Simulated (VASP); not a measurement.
Wanted: the native input for a VASP 6.6.1 run.

| Property | Result |
| --- | --- |
| Task | single point |
| Functional | LDA |
| Potentials or basis | VASP PAW LDA potentials, release 64 (Zn, O) |
| Cutoff | 520 eV |
| k mesh | 11 × 11 × 6 |
| Occupations | fermi-dirac, width 0.02 eV |
| Spin | no spin polarisation |
| Dipole correction | no |
| Further INCAR settings | ALGO = Normal; EDIFF = 1e-07; NBANDS = 26 |

The structure of ZnO lies in POSCAR:

```
ZnO
1.0
    3.3131286040      0.0000000000      0.0000000000
   -1.6565643020      2.8692535371      0.0000000000
    0.0000000000      0.0000000000      5.3058612053
Zn O
2 2
Direct
    0.3333333333      0.6666666667      0.0000000000
    0.6666666667      0.3333333333      0.5000000000
    0.3333333333      0.6666666667      0.3821000000
    0.6666666667      0.3333333333      0.8821000000
```

The input as run:

INCAR

```
PREC     = Accurate       # precision mode
ENCUT    = 520            # plane-wave cutoff, eV
EDIFF    = 1E-7           # SCF threshold, eV
ISMEAR   = -1             # smearing method
SIGMA    = 0.02           # smearing width, eV
LREAL    = F              # projectors in reciprocal space
LASPH    = T              # aspherical terms in the spheres
NELM     = 60             # most SCF steps
ALGO     = Normal         # electronic algorithm
ISIF     = 2              # what is computed and relaxed
LWAVE    = F              # write WAVECAR
LCHARG   = F              # write CHGCAR
GGA      = CA             # functional
NBANDS   = 26             # bands
```

KPOINTS

```
Automatic mesh
0
Gamma
  11 11 6
```

Potentials or basis: VASP PAW LDA potentials, release 64 (Zn, O).

Run with:

```bash
$ cat potpaw_LDA.64/Zn/POTCAR potpaw_LDA.64/O/POTCAR > POTCAR
$ mpirun -np 1 vasp_std > vasp.out
```

It gave:

The pressure is -12.8 GPa and the largest force is 0.040 eV/Å. The band gap on the k mesh is 0.65 eV.

Caveat: the cell stands under tension.

Wall time 47 s on 1 thread of AMD EPYC 9R45 96-Core Processor (Zen 5) (shared host), peak memory 0.17 GiB.
